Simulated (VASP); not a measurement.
Set up this calculation in VASP 6.6.1, as the native input.

* Task: relaxation of cell and atoms
* Functional: PBE
* Potentials or basis: VASP PAW PBE potentials, release 64 (Nb_sv, P)
* Cutoff: 500 eV
* k mesh: 12 × 12 × 12
* Occupations: gaussian, width 0.1 eV
* Spin: no spin polarisation
* Dipole correction: no
* Further INCAR settings: ALGO = Normal; EDIFF = 1e-07; IBRION = 2; EDIFFG = -0.01; NSW = 80; ISIF = 3

The structure of NbP lies in POSCAR:

```
NbP
1.0
    3.3414596322      0.0000000000      0.0000000000
   -1.6707298161      2.8937889272      0.0000000000
    0.0000000000      0.0000000000      3.3218240745
Nb P
1 1
Direct
    0.6666666667      0.3333333333      0.0000000000
    0.3333333333      0.6666666667      0.5000000000
```

The input as run:

INCAR

```
SYSTEM = NbP
ALGO = Normal
EDIFF = 1E-7
EDIFFG = -0.01
ENCUT = 500
GGA = PE
GGA_COMPAT = .False.
IBRION = 2
ISIF = 3
ISMEAR = 0
LASPH = .True.
LCHARG = .False.
LREAL = .False.
LWAVE = .False.
NELM = 120
NELMIN = 4
NSW = 80
PREC = Accurate
SIGMA = 0.1
```

KPOINTS

```
k-points
0
Gamma
  12 12 12
  0 0 0
```

Potentials or basis: VASP PAW PBE potentials, release 64 (Nb_sv, P).

Launch:

```sh
$ cat potpaw_PBE.64/Nb_sv/POTCAR potpaw_PBE.64/P/POTCAR > POTCAR
$ mpirun -np 1 vasp_std > vasp.out
```

It gave:

```
Relaxed volume                         : 16.01 Å³/atom
Relaxed cell                           : a = 3.328 Å, b = 3.328 Å, c = 3.338 Å, α = 90.00°, β = 90.00°, γ = 120.00°
Space group after relaxing (to 0.05 Å) : P-6m2 (No. 187)
Energy gained by relaxing              : 0.5 meV/atom
Ionic steps                            : 5
Pressure after relaxing                : 0.0 GPa
Band gap on the k mesh                 : zero (band 9 reaches 10.73 eV, above the bottom of band 10 at 10.21 eV)
```

Wall time 82 s on 1 thread of Intel(R) Xeon(R) Platinum 8488C (Sapphire Rapids), on a shared host, peak memory 0.18 GiB.
